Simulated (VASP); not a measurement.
# Al (Fmmm) in VASP: further runs, part 2 of 2

VASP 6.6.1. Earlier steps stand in the parts before.

## 3. Single point, PBEsol (strain +0.0187 x Voigt [0, 0, 0, 0, 0, 1])

File INCAR:

```
SYSTEM = Al
PREC = Accurate ; ENCUT = 520
EDIFF = 1E-7 ; ISMEAR = 0
SIGMA = 0.15 ; LREAL = .FALSE.
LASPH = .TRUE. ; NELM = 80
ALGO = Fast ; ISIF = 2
LWAVE = .FALSE. ; LCHARG = .TRUE.
GGA = PS ; LELF = .TRUE.
LVHAR = .TRUE. ; NBANDS = 8
```

File KPOINTS:

```
Automatic mesh
0
G
  26 26 26
  0 0 0
```

File POSCAR:

```
Al
1.0
   -1.5914187992      1.5914187992      1.6064390039
    1.5914187992     -1.5914187992      1.6064390039
    1.6214592086      1.6214592086     -1.6064390039
Al
1
Direct
    0.0000000000      0.0000000000      0.0000000000
```

Potentials or basis: VASP PAW PBE potentials, release 64 (Al).

Run with:

```
$ cat potpaw_PBE.64/Al/POTCAR > POTCAR
$ mpirun -np 1 vasp_std > vasp.out
```

OUTCAR:

```text
SYSTEM = Al
   PREC = Accurate
   ENCUT = 520
   EDIFF = 1E-7
   ISMEAR = 0
   LREAL = .FALSE.
   LASPH = .TRUE.
   NELM = 80
   ISIF = 2
   GGA = PS

 ion  position               nearest neighbor table
   1  0.000  0.000  0.000-

  LATTYP: Found a face centered orthorhombic cell.
 ALAT       =     3.2128780078
 B/A-ratio  =     1.4009906656
 C/A-ratio  =     1.4274364592

  Lattice vectors:

 A1 = (   3.2128780078,   0.0300404094,   0.0000000000)
 A2 = (   1.6214592086,   1.6214592086,   1.6064390039)
[... 445 lines left out ...]
      8      28.7807      0.00000

 [... further k-points ...]

------------------------ aborting loop because EDIFF is reached ----------------------------------------

  FORCE on cell =-STRESS in cart. coord.  units (eV):
  Direction    XX          YY          ZZ          XY          YZ          ZX
  --------------------------------------------------------------------------------------
  -------------------------------------------------------------------------------------
  Total        0.0053077      0.0053077     -0.0020528     -0.0891291      0.0000000      0.0000000
  in kB        0.5128680      0.5128680     -0.1983534     -8.6122205      0.0000000      0.0000000
  external PRESSURE =       0.2757942 kB  Pullay stress =       0.0000000 kB

 VOLUME and BASIS-vectors are now :
 -----------------------------------------------------------------------------
  energy-cutoff  :      520.00
  volume of cell :       16.58
      direct lattice vectors                 reciprocal lattice vectors
    -1.591418799  1.591418799  1.606439004    -0.002910418  0.311274635  0.311247423
     1.591418799 -1.591418799  1.606439004     0.311274635 -0.002910418  0.311247423
     1.621459209  1.621459209 -1.606439004     0.308364217  0.308364217  0.000000000

 POSITION                                       TOTAL-FORCE (eV/Angst)
 -----------------------------------------------------------------------------------
      0.00000      0.00000      0.00000        -0.000000     -0.000000     -0.000000
 -----------------------------------------------------------------------------------
    total drift:                                0.000000     -0.000000     -0.000000

  FREE ENERGIE OF THE ION-ELECTRON SYSTEM (eV)
  ---------------------------------------------------
  free  energy   TOTEN  =        -3.9957015741 eV

  energy  without entropy=       -3.9909866065  energy(sigma->0) =       -3.99334409
```

OSZICAR:

```text
N       E                     dE             d eps       ncg     rms          rms(c)
DAV:   1    -0.263161886769E+01   -0.26316E+01   -0.85755E+02 39624   0.204E+02
DAV:   2    -0.401796897806E+01   -0.13864E+01   -0.13409E+01 54952   0.186E+01
DAV:   3    -0.402505788087E+01   -0.70889E-02   -0.70851E-02 48632   0.148E+00
DAV:   4    -0.402507718288E+01   -0.19302E-04   -0.19302E-04 58088   0.699E-02
DAV:   5    -0.402507724400E+01   -0.61118E-07   -0.61133E-07 49296   0.264E-03    0.133E+00
RMM:   6    -0.400732990448E+01    0.17747E-01   -0.16704E-03 39538   0.197E-01    0.765E-01
RMM:   7    -0.399568425039E+01    0.11646E-01   -0.47948E-03 45713   0.327E-01    0.128E-01
RMM:   8    -0.399569913353E+01   -0.14883E-04   -0.24947E-04 43482   0.941E-02    0.292E-02
RMM:   9    -0.399570352760E+01   -0.43941E-05   -0.34534E-05 44135   0.372E-02    0.173E-02
RMM:  10    -0.399570341764E+01    0.10996E-06   -0.50435E-06 45462   0.137E-02    0.766E-03
RMM:  11    -0.399570149677E+01    0.19209E-05   -0.79497E-07 44525   0.444E-03    0.101E-03
RMM:  12    -0.399570157411E+01   -0.77336E-07   -0.23940E-07 41559   0.295E-03
   1 F= -.39957016E+01 E0= -.39933441E+01  d E =-.471497E-02
```

stdout:

```text
POSCAR found type information on POSCAR Al
 POSCAR found :  1 types and       1 ions
 scaLAPACK will be used
 -----------------------------------------------------------------------------
|                                                                             |
|                                                                             |
|     You enforced a specific xc type in the INCAR file but a different       |
|     I HOPE YOU KNOW WHAT YOU ARE DOING!                                     |
|                                                                             |
 -----------------------------------------------------------------------------

 LDA part: xc-table for (Slater+PW92), standard interpolation
 POSCAR, INCAR and KPOINTS ok, starting setup
 FFT: planning ... GRIDC
 FFT: planning ... GRID_SOFT
 FFT: planning ... GRID
 WAVECAR not read
 entering main loop
```

It took 5.1 min on 1 thread of Intel Xeon 8259CL, shared host; peak memory 0.39 GiB.

What came out:

* Free energy: -3.9957 eV
* Pressure: 0.0 GPa
* Band gap on the k mesh: zero (an odd number of electrons rules out a gap without spin polarisation)

Levels at points of the mesh, in eV from the Fermi level:
```
           k point  band 1  band 2  band 3  band 4  band 5  band 6
(0.00, 0.00, 0.00)  -11.09   13.08   13.16   13.34   14.34   14.61
(0.50, 0.00, 0.00)   -4.30   -3.85    8.08    8.23    9.97   11.38
(0.50, 0.50, 0.00)   -4.22   -3.68    7.93    8.20    9.83   11.19
(0.00, 0.00, 0.50)   -4.38   -4.03    8.29    8.29   10.02   11.55
(0.50, 0.50, 0.50)    1.77    1.85    1.95    2.98    2.98    5.53
```

Caveat: the cell differs from its parent crystal (strain +0.0187 x Voigt [0, 0, 0, 0, 0, 1]); the PAW data sets were made with another functional, which shifts forces and pressure a little.

## 4. Single point, PBEsol (strain -0.0750 x Voigt [0, 0, 0, 0, 0, 1])

File INCAR:

```
ALGO = Fast ; EDIFF = 1E-6
ENCUT = 520 ; GGA = PS
ISIF = 2 ; ISMEAR = 0
LASPH = T ; LCHARG = T
LELF = T ; LREAL = F
LVHAR = T ; LWAVE = F
NBANDS = 8 ; NELM = 100
PREC = Accurate ; SIGMA = 0.15
```

File KPOINTS:

```
k-points
0
Gamma
  26 26 26
```

File POSCAR:

```
Al
1.0
   -1.6666804665      1.6666804665      1.6064390039
    1.6666804665     -1.6666804665      1.6064390039
    1.5461975413      1.5461975413     -1.6064390039
Al
1
Direct
    0.0000000000      0.0000000000      0.0000000000
```

Run with:

```
$ cat potpaw_PBE.64/Al/POTCAR > POTCAR
$ mpirun -np 1 vasp_std > vasp.out
```

Run time: 93 s. Hardware: 1 thread of Intel Xeon 6975P-C (Granite Rapids), shared host; peak memory 0.37 GiB.

It converged, with:

```
Free energy            : -3.9835 eV
Pressure               : 0.6 GPa
Band gap on the k mesh : zero (an odd number of electrons rules out a gap without spin polarisation)
```

Stress tensor (GPa, compression positive):
```
0.60 3.39 0.00
3.39 0.60 0.00
0.00 0.00 0.57
```

Levels at points of the mesh, in eV from the Fermi level:
```tsv
k point	band 1	band 2	band 3	band 4	band 5	band 6
(0.00, 0.00, 0.00)	-11.09	12.61	12.74	13.37	13.77	14.66
(0.50, 0.00, 0.00)	-4.30	-3.84	7.70	8.04	10.50	11.67
(0.50, 0.50, 0.00)	-4.61	-4.53	8.44	8.86	10.35	12.11
(0.00, 0.00, 0.50)	-3.93	-3.12	7.42	8.07	9.58	10.67
(0.50, 0.50, 0.50)	1.56	1.85	2.27	2.98	3.04	5.58
```

Caveat: the cell differs from its parent crystal (strain -0.0750 x Voigt [0, 0, 0, 0, 0, 1]); the PAW data sets were made with another functional, which shifts forces and pressure a little.

## 5. Single point, PBEsol (strain +0.0937 x Voigt [0, 0, 0, 0, 0, 1])

File INCAR:

```
ALGO = Fast ; EDIFF = 1E-7
ENCUT = 520 ; GGA = PS
ISIF = 2 ; ISMEAR = 0
LASPH = True ; LCHARG = False
LREAL = False ; LWAVE = False
NBANDS = 8 ; NELM = 80
PREC = Accurate ; SIGMA = 0.15
```

KPOINTS is that of step 4.

File POSCAR:

```
Al
1.0
   -1.5311773366      1.5311773366      1.6064390039
    1.5311773366     -1.5311773366      1.6064390039
    1.6817006712      1.6817006712     -1.6064390039
Al
1
Direct
    0.0000000000      0.0000000000      0.0000000000
```

Run with:

```
$ cat potpaw_PBE.64/Al/POTCAR > POTCAR
$ mpirun -np 1 vasp_std > vasp.out
```

Wall time 1.9 min (1 thread of Intel Xeon 6975P-C (Granite Rapids), shared host); peak memory 0.37 GiB.

It converged, with:

```
Free energy            : -3.9760 eV
Pressure               : 0.9 GPa
Band gap on the k mesh : zero (an odd number of electrons rules out a gap without spin polarisation)
```

Stress tensor (GPa, compression positive):
```
 0.89 -4.25  0.00
-4.25  0.89  0.00
 0.00  0.00  0.96
```

Levels at points of the mesh, in eV from the Fermi level:
```
           k point  band 1  band 2  band 3  band 4
(0.00, 0.00, 0.00)  -11.10   12.34   12.63   13.01
(0.50, 0.00, 0.00)   -4.30   -3.83    7.52    7.94
(0.50, 0.50, 0.00)   -3.83   -2.94    7.25    8.03
(0.00, 0.00, 0.50)   -4.70   -4.68    8.49    9.05
(0.50, 0.50, 0.50)    1.51    1.84    2.39    2.97
```

Caveat: the cell differs from its parent crystal (strain +0.0937 x Voigt [0, 0, 0, 0, 0, 1]); the PAW data sets were made with another functional, which shifts forces and pressure a little.

## 6. Single point, PBEsol (strain +0.0562 x Voigt [0, 0, 0, 0, 0, 1])

File INCAR:

```
SYSTEM = Al
ALGO = Fast
EDIFF = 1E-7
ENCUT = 520
GGA = PS
ISIF = 2
ISMEAR = 0
LASPH = .True.
LCHARG = .True.
LELF = .True.
LREAL = .False.
LVHAR = .True.
LWAVE = .False.
NBANDS = 8
NELM = 60
PREC = Accurate
SIGMA = 0.15
```

File KPOINTS:

```
k-points
0
Gamma
  26 26 26
  0 0 0
```

File POSCAR:

```
Al
1.0
   -1.5612980679      1.5612980679      1.6064390039
    1.5612980679     -1.5612980679      1.6064390039
    1.6515799399      1.6515799399     -1.6064390039
Al
1
Direct
    0.0000000000      0.0000000000      0.0000000000
```

Potentials or basis: VASP PAW PBE potentials, release 64 (Al).

Run with:

```
$ cat potpaw_PBE.64/Al/POTCAR > POTCAR
$ mpirun -np 1 vasp_std > vasp.out
```

It took 1.8 min on 1 thread of Intel Xeon 6975P-C (Granite Rapids), shared host; peak memory 0.37 GiB.

The run converged. Its results:

```
Free energy            : -3.9893 eV
Pressure               : 0.3 GPa
Band gap on the k mesh : zero (an odd number of electrons rules out a gap without spin polarisation)
```

Stress tensor (GPa, compression positive):
```
 0.33 -2.55  0.00
-2.55  0.33  0.00
 0.00  0.00  0.33
```

Levels at points of the mesh, in eV from the Fermi level:
| k point | band 1 | band 2 | band 3 | band 4 | band 5 |
| --- | --- | --- | --- | --- | --- |
| (0.00, 0.00, 0.00) | -11.09 | 12.84 | 12.85 | 13.62 | 13.72 |
| (0.50, 0.00, 0.00) | -4.30 | -3.84 | 7.86 | 8.13 | 10.28 |
| (0.50, 0.50, 0.00) | -4.03 | -3.31 | 7.59 | 8.11 | 9.66 |
| (0.00, 0.00, 0.50) | -4.54 | -4.37 | 8.39 | 8.67 | 10.24 |
| (0.50, 0.50, 0.50) | 1.63 | 1.85 | 2.16 | 2.98 | 3.01 |

Caveat: the cell differs from its parent crystal (strain +0.0562 x Voigt [0, 0, 0, 0, 0, 1]); the PAW data sets were made with another functional, which shifts forces and pressure a little.

## 7. The runs side by side

```csv
cell,further INCAR settings,gap on the mesh (eV),pressure (GPa)
"a = 2.748, b = 2.748, c = 2.817 Å, angles 109.5, 109.5, 108.4°, 1 atom",ALGO = Fast; EDIFF = 1e-06; NBANDS = 8,none,0.2
"a = 2.765, b = 2.765, c = 2.800 Å, angles 109.5, 109.5, 109.0°, 1 atom",ALGO = Fast; EDIFF = 1e-07; NBANDS = 8,none,0.0
"a = 2.852, b = 2.852, c = 2.713 Å, angles 109.5, 109.5, 111.4°, 1 atom",ALGO = Fast; EDIFF = 1e-06; NBANDS = 8,none,0.6
"a = 2.696, b = 2.696, c = 2.870 Å, angles 109.5, 109.5, 106.9°, 1 atom",ALGO = Fast; EDIFF = 1e-07; NBANDS = 8,none,0.9
"a = 2.731, b = 2.731, c = 2.835 Å, angles 109.5, 109.5, 107.9°, 1 atom",ALGO = Fast; EDIFF = 1e-07; NBANDS = 8,none,0.3
```

Alike in all rows: task single point; level PBEsol; potentials or basis VASP PAW PBE potentials, release 64 (Al); no spin polarisation; k mesh 26 × 26 × 26; cutoff (eV) 520; smearing gaussian 0.15 eV.

Caveats: the PAW data sets were made with another functional, which shifts forces and pressure a little.

Total energies depend on the potentials used, so only differences within one code and one set of settings carry meaning.
